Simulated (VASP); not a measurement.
# Ta (Fm-3m) in VASP: further runs

Runs on Ta. Level: PBEsol. Tasks: single point.

Program: VASP 6.6.1. These are calculated values, not measurements. Logs are shortened: lines on timing, memory, paths and dates and some standing lists are left out, and cuts for length are marked.

**1. The cell of the first run**

The structure is cubic, space group Fm-3m (No. 225). The conventional cell has a = 4.176 Å, b = 4.176 Å, c = 4.176 Å, α = 90.00°, β = 90.00°, γ = 90.00°. Within 3.9 Å of Ta (site symmetry m-3m) lie 12 Ta at 2.95 Å.

This isn't the form of Ta at room conditions, which is bcc.

**2. Single point, PBEsol**

INCAR reads:

```
PREC     = Accurate       # precision mode
ENCUT    = 520            # plane-wave cutoff, eV
EDIFF    = 1E-7           # SCF threshold, eV
ISMEAR   = -1             # smearing method
SIGMA    = 0.1            # smearing width, eV
LREAL    = False          # projectors in reciprocal space
LASPH    = True           # aspherical terms in the spheres
NELM     = 100            # most SCF steps
ALGO     = Normal         # electronic algorithm
ISIF     = 2              # what is computed and relaxed
LWAVE    = False          # write WAVECAR
LCHARG   = True           # write CHGCAR
GGA      = PS             # functional
LELF     = True           # ELF
LVHAR    = True         
NBANDS   = 12             # bands
```

KPOINTS reads:

```
Automatic mesh
0
Gamma
  13 13 13
```

POSCAR reads:

```
Ta
1.0
    0.0000000000      2.0881934083      2.0881934083
    2.0881934083      0.0000000000      2.0881934083
    2.0881934083      2.0881934083      0.0000000000
Ta
1
Direct
    0.0000000000      0.0000000000      0.0000000000
```

Potentials or basis: VASP PAW PBE potentials, release 64 (Ta_pv).

The run is started by

```console
cat potpaw_PBE.64/Ta_pv/POTCAR > POTCAR
mpirun -np 1 vasp_std > vasp.out
```

OUTCAR:

```text
PREC = Accurate
   ENCUT = 520
   EDIFF = 1E-7
   ISMEAR = -1
   LREAL = False
   LASPH = True
   NELM = 100
   ISIF = 2
   GGA = PS

 ion  position               nearest neighbor table
   1  0.000  0.000  0.000-

  LATTYP: Found a face centered cubic cell.
 ALAT       =     4.1763868166

  Lattice vectors:

 A1 = (   0.0000000000,   2.0881934083,   2.0881934083)
 A2 = (   2.0881934083,   0.0000000000,   2.0881934083)
 A3 = (   2.0881934083,   2.0881934083,   0.0000000000)

Analysis of symmetry for initial positions (statically):
=====================================================================
 Subroutine PRICEL returns:
 Original cell was already a primitive cell.

 Routine SETGRP: Setting up the symmetry group for a
 face centered cubic supercell.

 Subroutine GETGRP returns: Found 48 space group operations
 (whereof 48 operations were pure point group operations)
 out of a pool of 48 trial point group operations.

The static configuration has the point symmetry O_h .

Analysis of symmetry for dynamics (positions and initial velocities):
=====================================================================
 Subroutine PRICEL returns:
 Original cell was already a primitive cell.

 Routine SETGRP: Setting up the symmetry group for a
 face centered cubic supercell.

 Subroutine GETGRP returns: Found 48 space group operations
 (whereof 48 operations were pure point group operations)
 out of a pool of 48 trial point group operations.

The dynamic configuration has the point symmetry O_h .

 Subroutine INISYM returns: Found 48 space group operations
 (whereof 48 operations are pure point group operations),
 and found     1 'primitive' translations

----------------------------------------------------------------------------------------

                                     Primitive cell

  volume of cell :      18.2114

  direct lattice vectors                    reciprocal lattice vectors
     0.000000000  2.088193408  2.088193408    -0.239441422  0.239441422  0.239441422
     2.088193408  0.000000000  2.088193408     0.239441422 -0.239441422  0.239441422
     2.088193408  2.088193408  0.000000000     0.239441422  0.239441422 -0.239441422

  length of vectors
     2.953151439  2.953151439  2.953151439     0.414724709  0.414724709  0.414724709

  position of ions in fractional coordinates (direct lattice)
     0.000000000  0.000000000  0.000000000

  ion indices of the primitive-cell ions
[... 75 lines left out ...]
   LREAL  =      F    real-space projection
   EDIFFG = 0.1E-05   stopping-criterion for IOM
   NSW    =      0    number of steps for IOM
   IBRION =     -1    ionic relax: 0-MD 1-quasi-New 2-CG
   NFREE  =      0    steps in history (QN), initial steepest desc. (CG)
   ISIF   =      2    stress and relaxation
   ISYM   =      2    0-nonsym 1-usesym 2-fastsym
   POTIM  = 0.5000    time-step for ionic-motion
   TEBEG  =    0.0;   TEEND  =   0.0 temperature during run
   PSTRESS=    0.0 pullay stress
   NELECT =      11.0000    total number of electrons
   NUPDOWN=      -1.0000    fix difference up-down
   EMIN   =  10.00;   EMAX   =-10.00  energy-range for DOS
   EFERMI =   0.00;   METHOD = LEGACY
   ISMEAR =    -1;   SIGMA  =   0.10  broadening in eV -4-tet -1-fermi 0-gaus
   EFERMI_NEDOS =   21; number of points for ismear=-14 and -15
   IALGO  =     38    algorithm
   IMIX   =      4    mixing-type and parameters
     AMIX     =   0.40;   BMIX     =  1.00
     AMIX_MAG =   1.60;   BMIX_MAG =  1.00
  volume/ion in A,a.u.               =      18.21       122.90
  Fermi-wavevector in a.u.,A,eV,Ry     =   1.383858  2.615113 26.056031  1.915064
  Thomas-Fermi vector in A             =   2.508417
   LORBIT       =      0    0 simple, 1 ext, 2 COOP (PROOUT), +10 PAW based schemes
   GGA     = PS    functional components
   LHFCALC =     F    Hartree Fock is set to
   AEXX    =    0.0000 exact exchange contribution
   IVDW    =     0    specifies the selected vdW correction
   LEPSILON=     F    determine dielectric tensor
   LRPA    =     F    only Hartree local field effects (RPA)
 non-spin polarized calculation
  energy-cutoff  :      520.00
  volume of cell :       18.21
 maximum number of plane-waves:       531
 NGX is ok and might be reduce to    24
   NGX = 11   NGY = 11   NGZ = 11

 number of electron      11.0000001 magnetization

 Free energy of the ion-electron system (eV)
  ---------------------------------------------------
  ext. energy  EPLUGINS =         0.00000000
  ---------------------------------------------------
  free energy    TOTEN  =       -12.30938107 eV

  energy without entropy =      -12.27202166  energy(sigma->0) =      -12.29070136

 E-fermi :   5.6109     XC(G=0): -12.6745

 val. band max:        5.5620611795   @ k =  -0.1538   0.2308   0.0769
 cond. band min:       5.6273497096   @ k =  -0.3846   0.1538   0.0000
 fundamental gap:      0.0652885301
 Fermi energy:         5.6108793948

 k-point     1 :       0.0000    0.0000    0.0000
  band No.  band energies     occupation
      1     -27.8521      2.00000
      2     -27.8521      2.00000
      3     -27.8521      2.00000
      4      -2.6561      2.00000
      5       6.0376      0.02765
      6       6.0376      0.02765
      7       6.0376      0.02765
      8       9.1536      0.00000
      9       9.1536      0.00000
     10      18.2159      0.00000
     11      19.8146      0.00000
     12      23.1761      0.00000
[... 331 lines left out ...]
 k-point    24 :       0.4615    0.1538    0.0000
  band No.  band energies     occupation
      1     -28.8432      2.00000
      2     -28.1298      2.00000
      3     -28.0618      2.00000
      4       1.5381      2.00000
      5       4.4834      1.99997
      6       5.4903      1.53911
      7       6.7386      0.00003
      8      11.5948      0.00000
      9      11.7086      0.00000
     10      16.2956      0.00000
     11      19.8165      0.00000
     12      20.0493      0.00000

 [... further k-points ...]
[... 5 lines left out ...]
  --------------------------------------------------------------------------------------
  -------------------------------------------------------------------------------------
  Total        0.0113584      0.0113584      0.0113584      0.0000000      0.0000000     -0.0000000
  in kB        0.9992733      0.9992733      0.9992733      0.0000000      0.0000000     -0.0000000
  external PRESSURE =       0.9992733 kB  Pullay stress =       0.0000000 kB

 VOLUME and BASIS-vectors are now :
 -----------------------------------------------------------------------------
  energy-cutoff  :      520.00
  volume of cell :       18.21
      direct lattice vectors                 reciprocal lattice vectors
     0.000000000  2.088193408  2.088193408    -0.239441422  0.239441422  0.239441422
     2.088193408  0.000000000  2.088193408     0.239441422 -0.239441422  0.239441422
     2.088193408  2.088193408  0.000000000     0.239441422  0.239441422 -0.239441422

 POSITION                                       TOTAL-FORCE (eV/Angst)
 -----------------------------------------------------------------------------------
      0.00000      0.00000      0.00000         0.000000      0.000000      0.000000
 -----------------------------------------------------------------------------------
    total drift:                                0.000000     -0.000000     -0.000000

  FREE ENERGIE OF THE ION-ELECTRON SYSTEM (eV)
  ---------------------------------------------------
  free  energy   TOTEN  =       -12.3093810714 eV

  energy  without entropy=      -12.2720216583  energy(sigma->0) =      -12.29070136
```

OSZICAR:

```text
N       E                     dE             d eps       ncg     rms          rms(c)
DAV:   1     0.603669942989E+02    0.60367E+02   -0.60600E+03  2016   0.879E+02
DAV:   2    -0.118432097257E+02   -0.72210E+02   -0.70266E+02  2248   0.243E+02
DAV:   3    -0.128453705471E+02   -0.10022E+01   -0.99330E+00  2412   0.272E+01
DAV:   4    -0.128481063369E+02   -0.27358E-02   -0.27342E-02  2256   0.156E+00
DAV:   5    -0.128481154546E+02   -0.91177E-05   -0.91177E-05  2420   0.888E-02    0.133E+01
DAV:   6    -0.124387133284E+02    0.40940E+00   -0.32040E-01  2388   0.598E+00    0.642E+00
DAV:   7    -0.123114562575E+02    0.12726E+00   -0.36432E-01  2344   0.544E+00    0.346E-01
DAV:   8    -0.123096408109E+02    0.18154E-02   -0.10200E-02  2224   0.944E-01    0.284E-01
DAV:   9    -0.123093834050E+02    0.25741E-03   -0.47389E-04  2272   0.210E-01    0.225E-02
DAV:  10    -0.123093810393E+02    0.23657E-05   -0.86776E-06  2328   0.293E-02    0.256E-03
DAV:  11    -0.123093811423E+02   -0.10303E-06   -0.12600E-07  1652   0.404E-03    0.397E-04
DAV:  12    -0.123093810714E+02    0.70923E-07   -0.10160E-08  1144   0.100E-03
   1 F= -.12309381E+02 E0= -.12290701E+02  d E =-.373594E-01
```

Wall time 22 s (1 thread of Intel Xeon 8259CL, shared host); peak memory 0.15 GiB.

Results:

```yaml
Free_energy: -12.3094 eV
Pressure: 0.1 GPa
Band_gap_on_the_k_mesh: zero (an odd number of electrons rules out a gap without spin polarisation)
```

Caveat: the PAW data sets were made with another functional, which shifts forces and pressure a little; spin-orbit coupling is left out, which moves the levels of the heavy elements.

**3. Single point, PBEsol (16.03 Å³/atom)**

This run uses another cell than the first one, of 16.03 Å³/atom.

INCAR reads:

```
SYSTEM = Ta
ALGO = Normal
EDIFF = 1E-7
ENCUT = 520
GGA = PS
ISIF = 2
ISMEAR = -1
LASPH = .TRUE.
LCHARG = .FALSE.
LREAL = .FALSE.
LWAVE = .FALSE.
NBANDS = 12
NELM = 60
PREC = Accurate
SIGMA = 0.1
```

KPOINTS reads:

```
k-points
0
G
  21 21 21
  0 0 0
```

POSCAR reads:

```
Ta
1.0
    0.0000000000      2.0010822724      2.0010822724
    2.0010822724      0.0000000000      2.0010822724
    2.0010822724      2.0010822724      0.0000000000
Ta
1
Direct
    0.0000000000      0.0000000000      0.0000000000
```

Potentials or basis: VASP PAW PBE potentials, release 64 (Ta_pv).

The run is started by

```console
cat potpaw_PBE.64/Ta_pv/POTCAR > POTCAR
mpirun -np 1 vasp_std > vasp.out
```

Wall time 69 s (1 thread of Intel Xeon 8259CL, shared host); peak memory 0.18 GiB.

The run converged. Its results:

```yaml
Free_energy: -12.0997 eV
Pressure: 33.2 GPa
Band_gap_on_the_k_mesh: zero (an odd number of electrons rules out a gap without spin polarisation)
```

Levels at points of the mesh, in eV from the Fermi level:
| k point | band 1 | band 2 | band 3 | band 4 | band 5 | band 6 | band 7 | band 8 | band 9 | band 10 |
| --- | --- | --- | --- | --- | --- | --- | --- | --- | --- | --- |
| (0.00, 0.00, 0.00) | -33.01 | -33.01 | -33.01 | -8.82 | 0.31 | 0.31 | 0.31 | 4.02 | 4.02 | 12.94 |

Caveat: the cell stands under pressure; the PAW data sets were made with another functional, which shifts forces and pressure a little; spin-orbit coupling is left out, which moves the levels of the heavy elements.
